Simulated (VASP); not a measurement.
# LiH (a cell with a defect) in VASP: notebook

Runs on LiH (a cell with a defect). Level: PBEsol. Tasks: single point, relaxation of the atoms.

Everything below comes from runs of VASP 6.6.1. Logs are shortened: lines on timing, memory, paths and dates and some standing lists are left out, and cuts for length are marked.

**1. The cell of the first run**

The cell holds a defect, 62 atoms: a = 7.960 Å, b = 7.960 Å, c = 7.960 Å, α = 90.00°, β = 90.00°, γ = 90.00°.

**2. Single point, PBEsol**

Input file INCAR:

```
SYSTEM = LiH
ALGO = Normal
EDIFF = 1E-6
ENCUT = 650
GGA = PS
GGA_COMPAT = .FALSE.
ISIF = 2
ISMEAR = -1
ISYM = -1
LASPH = .TRUE.
LCHARG = .FALSE.
LREAL = Auto
LWAVE = .FALSE.
NBANDS = 99
NELM = 120
PREC = Accurate
SIGMA = 0.05
```

Input file KPOINTS:

```
explicit points
1
Reciprocal
  0.25000000   0.25000000   0.25000000 1
```

Input file POSCAR:

```
LiH
1.0
    7.9599380000      0.0000000000      0.0000000000
    0.0000000000      7.9599380000      0.0000000000
    0.0000000000      0.0000000000      7.9599380000
H Li
31 31
Direct
    0.2645780000      0.9992900000      0.9998400000
    0.2535110000      0.9994700000      0.5001210000
    0.2531770000      0.4996130000      0.9997680000
    0.7347420000      0.9997730000      0.0002050000
    0.7475080000      0.9994660000      0.4998400000
    0.7477540000      0.4992960000      0.9996690000
    0.7498710000      0.4993750000      0.5000380000
    0.0013150000      0.2662240000      0.9999550000
    0.0040870000      0.2561900000      0.5007440000
    0.0014270000      0.7330870000      0.0001300000
    0.0047400000      0.7423000000      0.4998320000
    0.4986490000      0.2530730000      0.0001640000
    0.4948170000      0.2555820000      0.4999800000
    0.4981030000      0.7455710000      0.0000490000
    0.4956170000      0.7437780000      0.4995890000
    0.0012220000      0.9995390000      0.2668170000
    0.0013470000      0.9995300000      0.7336780000
    0.0042870000      0.5001620000      0.2568370000
    0.0047840000      0.4991710000      0.7429170000
    0.4987230000      0.9995820000      0.2534540000
    0.4983560000      0.9997370000      0.7463470000
    0.4949760000      0.4992970000      0.2557520000
    0.4955300000      0.4991410000      0.7444780000
    0.2498230000      0.2537710000      0.2542030000
    0.2501070000      0.2544490000      0.7450110000
    0.2499730000      0.7441710000      0.2550900000
    0.2497700000      0.7452910000      0.7458530000
    0.7496360000      0.2510300000      0.2513070000
    0.7499460000      0.2507410000      0.7487310000
    0.7497700000      0.7481860000      0.2512070000
    0.7500780000      0.7482410000      0.7487190000
    0.9954700000      0.9996980000      0.5001670000
    0.9956980000      0.4995910000      0.9997770000
    0.9779880000      0.4997020000      0.5001810000
    0.5005660000      0.9997730000      0.9999960000
    0.5038090000      0.9996070000      0.5000140000
    0.5039640000      0.4996380000      0.9997960000
    0.5230820000      0.4994630000      0.4999440000
    0.2433250000      0.2395270000      0.9997910000
    0.2481210000      0.2248020000      0.4999490000
    0.2439730000      0.7592460000      0.9998060000
    0.2478700000      0.7741250000      0.4997480000
    0.7558740000      0.2425250000      0.9999020000
    0.7516100000      0.2439720000      0.4999260000
    0.7563180000      0.7571950000      0.0000670000
    0.7517760000      0.7552560000      0.5000000000
    0.2432300000      0.9994500000      0.2398110000
    0.2439750000      0.9995600000      0.7596720000
    0.2479440000      0.4995320000      0.2251560000
    0.2480560000      0.4994140000      0.7744810000
    0.7555210000      0.9996190000      0.2429020000
    0.7561780000      0.9999110000      0.7575000000
    0.7518220000      0.4994070000      0.2440900000
    0.7519800000      0.4996930000      0.7554400000
    0.0000650000      0.2437540000      0.2441130000
    0.0003440000      0.2444980000      0.7548570000
    0.0003010000      0.7543310000      0.2449040000
    0.0006960000      0.7552340000      0.7558060000
    0.4989710000      0.2485150000      0.2486920000
    0.4994770000      0.2487330000      0.7512430000
    0.4993680000      0.7504430000      0.2488720000
    0.4997530000      0.7509100000      0.7512880000
```

Potentials or basis: VASP PAW PBE potentials, release 64 (H, Li_sv).

Command:

```bash
> cat potpaw_PBE.64/H/POTCAR potpaw_PBE.64/Li_sv/POTCAR > POTCAR
> mpirun -np 1 vasp_std > vasp.out
```

OUTCAR:

```text
SYSTEM = LiH
   EDIFF = 1E-6
   ENCUT = 650
   GGA = PS
   ISIF = 2
   ISMEAR = -1
   ISYM = -1
   LASPH = .TRUE.
   LREAL = Auto
   NELM = 120
   PREC = Accurate

 ion  position               nearest neighbor table
   1  0.265  0.999  1.000-
   2  0.254  0.999  0.500-
   3  0.253  0.500  1.000-
   4  0.735  1.000  0.000-
   5  0.748  0.999  0.500-
   6  0.748  0.499  1.000-
[... 54 lines left out ...]
  61  0.499  0.750  0.249-
  62  0.500  0.751  0.751-

IMPORTANT INFORMATION: All symmetrisations will be switched off!
NOSYMM: (Re-)initialisation of all symmetry stuff for point group C_1.

----------------------------------------------------------------------------------------

                                     Primitive cell

  volume of cell :     504.3466

  direct lattice vectors                    reciprocal lattice vectors
     7.959938000  0.000000000  0.000000000     0.125629119  0.000000000  0.000000000
     0.000000000  7.959938000  0.000000000     0.000000000  0.125629119  0.000000000
     0.000000000  0.000000000  7.959938000     0.000000000  0.000000000  0.125629119

  length of vectors
     7.959938000  7.959938000  7.959938000     0.125629119  0.125629119  0.125629119

  position of ions in fractional coordinates (direct lattice)
     0.264578000  0.999290000  0.999840000
     0.253511000  0.999470000  0.500121000
     0.253177000  0.499613000  0.999768000
     0.734742000  0.999773000  0.000205000
     0.747508000  0.999466000  0.499840000
     0.747754000  0.499296000  0.999669000
[... 54 lines left out ...]
     0.499368000  0.750443000  0.248872000
     0.499753000  0.750910000  0.751288000

  ion indices of the primitive-cell ions
   primitive index   ion index
                 1           1
                 2           2
                 3           3
                 4           4
                 5           5
                 6           6
[... 54 lines left out ...]
                61          61
                62          62

----------------------------------------------------------------------------------------

 KPOINTS: explicit points

Read explicit list of k-points.

 Found      1 k-points:

 Following reciprocal coordinates:
            Coordinates               Weight
  0.250000  0.250000  0.250000      1.000000
   k-points           NKPTS =      1   k-points in BZ     NKDIM =      1   number of bands    NBANDS=     99
   number of dos      NEDOS =    301   number of ions     NIONS =     62
   total plane-waves  NPLWV = 343000
   dimension x,y,z NGX =    70 NGY =   70 NGZ =   70
   dimension x,y,z NGXF=   140 NGYF=  140 NGZF=  140
   ions per type =              31  31
   NGX,Y,Z   is equivalent  to a cutoff of  14.62, 14.62, 14.62 a.u.
   NGXF,Y,Z  is equivalent  to a cutoff of  29.24, 29.24, 29.24 a.u.
 SYSTEM =  LiH
   PREC   = accura    normal or accurate (medium, high low for compatibility)
   ISTART =      0    job   : 0-new  1-cont  2-samecut
   ICHARG =      2    charge: 1-file 2-atom 10-const
   ISPIN  =      1    spin polarized calculation?
   LNONCOLLINEAR =      F non collinear calculations
   LSORBIT =      F    spin-orbit coupling
   LASPH  =      T    aspherical Exc in radial PAW
   ENCUT  =  650.0 eV  47.77 Ry    6.91 a.u.  16.55 16.55 16.55*2*pi/ulx,y,z
   NELM   =    120;   NELMIN=  2; NELMDL= -5     # of ELM steps
   EDIFF  = 0.1E-05   stopping-criterion for ELM
   LREAL  =      T    real-space projection
   EDIFFG = 0.1E-04   stopping-criterion for IOM
   NSW    =      0    number of steps for IOM
   IBRION =     -1    ionic relax: 0-MD 1-quasi-New 2-CG
   NFREE  =      0    steps in history (QN), initial steepest desc. (CG)
   ISIF   =      2    stress and relaxation
   ISYM   =     -1    0-nonsym 1-usesym 2-fastsym
   POTIM  = 0.5000    time-step for ionic-motion
   TEBEG  =    0.0;   TEEND  =   0.0 temperature during run
   PSTRESS=    0.0 pullay stress
   NELECT =     124.0000    total number of electrons
   NUPDOWN=      -1.0000    fix difference up-down
   EMIN   =  10.00;   EMAX   =-10.00  energy-range for DOS
   EFERMI =   0.00;   METHOD = LEGACY
   ISMEAR =    -1;   SIGMA  =   0.05  broadening in eV -4-tet -1-fermi 0-gaus
   EFERMI_NEDOS =   21; number of points for ismear=-14 and -15
   IALGO  =     38    algorithm
   IMIX   =      4    mixing-type and parameters
     AMIX     =   0.40;   BMIX     =  1.00
     AMIX_MAG =   1.60;   BMIX_MAG =  1.00
  volume/ion in A,a.u.               =       8.13        54.90
  Fermi-wavevector in a.u.,A,eV,Ry     =   1.025587  1.938078 14.310989  1.051828
  Thomas-Fermi vector in A             =   2.159435
   LORBIT       =      0    0 simple, 1 ext, 2 COOP (PROOUT), +10 PAW based schemes
   GGA     = PS    functional components
   LHFCALC =     F    Hartree Fock is set to
   AEXX    =    0.0000 exact exchange contribution
   IVDW    =     0    specifies the selected vdW correction
   LEPSILON=     F    determine dielectric tensor
   LRPA    =     F    only Hartree local field effects (RPA)
 non-spin polarized calculation
  energy-cutoff  :      650.00
  volume of cell :      504.35
 maximum number of plane-waves:     19000
 NGX is ok and might be reduce to    70
   NGX = 33   NGY = 33   NGZ = 33

 number of electron     124.0000032 magnetization

 Free energy of the ion-electron system (eV)
  ---------------------------------------------------
  ext. energy  EPLUGINS =         0.00000000
  ---------------------------------------------------
  free energy    TOTEN  =      -188.19072809 eV

  energy without entropy =     -188.19072809  energy(sigma->0) =     -188.19072809

 E-fermi :   0.9213     XC(G=0):  -8.5397

 val. band max:       -0.2914826931   @ k =   0.2500   0.2500   0.2500
 cond. band min:       2.3420606110   @ k =   0.2500   0.2500   0.2500
 fundamental gap:      2.6335433041
 Fermi energy:         0.9213331999

 k-point     1 :       0.2500    0.2500    0.2500
  band No.  band energies     occupation
      1     -43.9054      2.00000
      2     -43.8686      2.00000
      3     -43.8656      2.00000
      4     -43.8641      2.00000
      5     -43.8602      2.00000
      6     -43.7770      2.00000
[... 66 lines left out ...]
     73       5.0561      0.00000
     74       5.1606      0.00000
 [bands above 74 left out]

------------------------ aborting loop because EDIFF is reached ----------------------------------------

  FORCE on cell =-STRESS in cart. coord.  units (eV):
  Direction    XX          YY          ZZ          XY          YZ          ZX
  --------------------------------------------------------------------------------------
  -------------------------------------------------------------------------------------
  Total       -0.3383383     -0.0001625      0.0023639     -0.3476360     -0.3279509     -0.3525356
  in kB       -1.0748125     -0.0005161      0.0075094     -1.1043489     -1.0418143     -1.1199136
  external PRESSURE =      -0.3559397 kB  Pullay stress =       0.0000000 kB

 VOLUME and BASIS-vectors are now :
 -----------------------------------------------------------------------------
  energy-cutoff  :      650.00
  volume of cell :      504.35
      direct lattice vectors                 reciprocal lattice vectors
     7.959938000  0.000000000  0.000000000     0.125629119  0.000000000  0.000000000
     0.000000000  7.959938000  0.000000000     0.000000000  0.125629119  0.000000000
     0.000000000  0.000000000  7.959938000     0.000000000  0.000000000  0.125629119

 POSITION                                       TOTAL-FORCE (eV/Angst)
 -----------------------------------------------------------------------------------
      2.10602      7.95429      7.95866         0.011065      0.001705     -0.001630
      2.01793      7.95572      3.98093        -0.001055     -0.000152      0.004865
      2.01527      3.97689      7.95809         0.004357      0.004419      0.002036
      5.84850      7.95813      0.00163        -0.000489     -0.001359     -0.002331
      5.95012      7.95569      3.97870         0.001858      0.000581     -0.002307
      5.95208      3.97437      7.95730        -0.000777     -0.000963      0.001604
[... 54 lines left out ...]
      3.97494      5.97348      1.98101         0.001866      0.001531      0.003385
      3.97800      5.97720      5.98021        -0.001134     -0.001451     -0.000507
 -----------------------------------------------------------------------------------
    total drift:                               -0.005517     -0.013047      0.002674

  FREE ENERGIE OF THE ION-ELECTRON SYSTEM (eV)
  ---------------------------------------------------
  free  energy   TOTEN  =      -188.1907280916 eV

  energy  without entropy=     -188.1907280914  energy(sigma->0) =     -188.19072809
```

It took 1.9 min on 1 thread of Intel Xeon 6975P-C (Granite Rapids), shared host; peak memory 0.65 GiB.

What came out:

```
Free energy            : -188.1907 eV
Pressure               : 0.0 GPa
Largest force          : 0.023 eV/Å
Band gap on the k mesh : 2.63 eV
```

Forces on the atoms (eV/Å):
```
H    0.011  0.002 -0.002
H   -0.001  0.000  0.005
H    0.004  0.004  0.002
H    0.000 -0.001 -0.002
H    0.002  0.001 -0.002
H   -0.001 -0.001  0.002
H    0.006  0.002 -0.001
H    0.001  0.000 -0.003
H    0.004 -0.002  0.001
H   -0.001  0.001  0.000
H    0.003  0.001  0.001
H    0.004  0.000 -0.003
H   -0.005 -0.004 -0.001
H    0.001  0.004  0.000
H   -0.006  0.009  0.000
H    0.001 -0.004 -0.002
H    0.001  0.003  0.000
H   -0.001  0.001 -0.006
H    0.004  0.004 -0.003
H    0.002  0.001  0.000
H   -0.004  0.000 -0.002
H   -0.007  0.003 -0.001
H   -0.003  0.000  0.004
H    0.006  0.004  0.004
H   -0.006  0.005 -0.006
H   -0.004  0.002  0.001
H   -0.003 -0.003 -0.006
H    0.001 -0.001  0.002
H   -0.001  0.004  0.002
H    0.003  0.003  0.001
H    0.002  0.000 -0.001
Li   0.000 -0.005 -0.002
Li  -0.005  0.000  0.002
Li   0.005 -0.002  0.000
Li   0.001 -0.005  0.003
Li   0.002  0.002 -0.001
Li  -0.002  0.000  0.005
Li  -0.011 -0.004 -0.006
Li  -0.002 -0.003 -0.003
Li   0.002  0.023  0.002
Li   0.003 -0.004  0.002
Li   0.004 -0.022  0.003
Li  -0.006 -0.006 -0.002
Li   0.004  0.002 -0.002
Li  -0.002  0.004  0.005
Li   0.003 -0.004  0.000
Li   0.001 -0.005 -0.002
Li   0.002 -0.002 -0.004
Li   0.007 -0.001  0.022
Li  -0.002 -0.001 -0.022
Li  -0.003 -0.006 -0.002
Li   0.002 -0.002  0.008
Li  -0.001  0.001  0.006
Li  -0.003 -0.001  0.001
Li  -0.009  0.004  0.009
Li  -0.002  0.002 -0.003
Li  -0.003 -0.001  0.005
Li  -0.002 -0.001 -0.004
Li   0.002 -0.001  0.002
Li  -0.001 -0.001 -0.005
Li   0.002  0.002  0.003
Li  -0.001 -0.001 -0.001
```

Caveat: the PAW data sets were made with another functional, which shifts forces and pressure a little.

(Part 1 of 2 ends here.)
